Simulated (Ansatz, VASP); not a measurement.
# ZrTaS3: VASP beside Ansatz

```xyz
5
Lattice="4.7337 0.0000 0.0000 0.0000 4.7337 0.0000 0.0000 0.0000 4.7337" Properties=species:S:1:pos:R:3 pbc="T T T"
Zr    0.0000    0.0000    0.0000
Ta    2.3669    2.3669    2.3669
S     2.3669    2.3669    0.0000
S     0.0000    2.3669    2.3669
S     2.3669    0.0000    2.3669
```

Alike in both runs: functional PBE; k mesh 8 × 8 × 8; occupations gaussian, width 0.1 eV; collinear spin.

Ansatz relaxed the structure, and its values are those at the end. VASP's run is a single point on that final structure, the one shown.

```csv
,VASP,Ansatz
version,VASP 6.6.1,Ansatz 0.2.0
potentials or method,"VASP PAW PBE potentials, release 64 (Zr_sv, Ta_pv, S), cutoff 520 eV","scalar-relativistic, plane waves, PAW"
valence electrons in the cell,41,43
```

```csv
,VASP,Ansatz,Ansatz less VASP
gap on the k mesh at the Fermi level (eV),none,none,-
pressure (GPa),0.0,0.0,-0.04
net moment per atom (μB),0.35,0.35,0.000
size of the moment on the site where the two differ most (μB),1.16,1.29,+0.131
```

Site moments also hang on the region over which each program counts them. A gap of «none» marks a metal or a gap that the smearing closes. VASP's potentials hold 41 valence electrons a cell and Ansatz's 43, so a difference there can come from the potentials and not from the codes.

Neither program's run includes spin-orbit coupling.
